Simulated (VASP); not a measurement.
Here is a VASP 6.6.1 calculation.

File INCAR:

```
SYSTEM = Mo
  ALGO = Normal
  EDIFF = 1E-7
  ENCUT = 520
  GGA = CA
  ISIF = 2
  ISMEAR = 0
  LASPH = .True.
  LCHARG = .False.
  LREAL = .False.
  LWAVE = .False.
  NBANDS = 13
  NELM = 80
  PREC = Accurate
  SIGMA = 0.15
```

File KPOINTS:

```
k-points
0
Gamma
  18 18 18
  0 0 0
```

The input POSCAR:

```
Mo
1.0
    2.8038981571      0.0000000000      0.0000000000
   -1.4019490786      2.4282470337      0.0000000000
    0.0000000000      0.0000000000      2.5551807000
Mo
1
Direct
    0.0000000000      0.0000000000      0.5000000000
```

Potentials or basis: VASP PAW LDA potentials, release 64 (Mo_sv).

Run with:

```sh
$ cat potpaw_LDA.64/Mo_sv/POTCAR > POTCAR
$ mpirun -np 1 vasp_std > vasp.out
```

Task: Estimate the pressure.

Result: -16.4 GPa.

Task: Predict the band gap on the k mesh.

Result: Zero (bands 7 and 8 overlap by 1.75 eV).

Stress tensor (GPa, compression positive):
```
-16.06   0.00   0.00
  0.00 -16.06   0.00
  0.00   0.00 -16.94
```

Caveat: the cell differs from its parent crystal (strain +0.0250 x Voigt [1, 1, 0, 0, 0, 0]); the cell stands under tension.
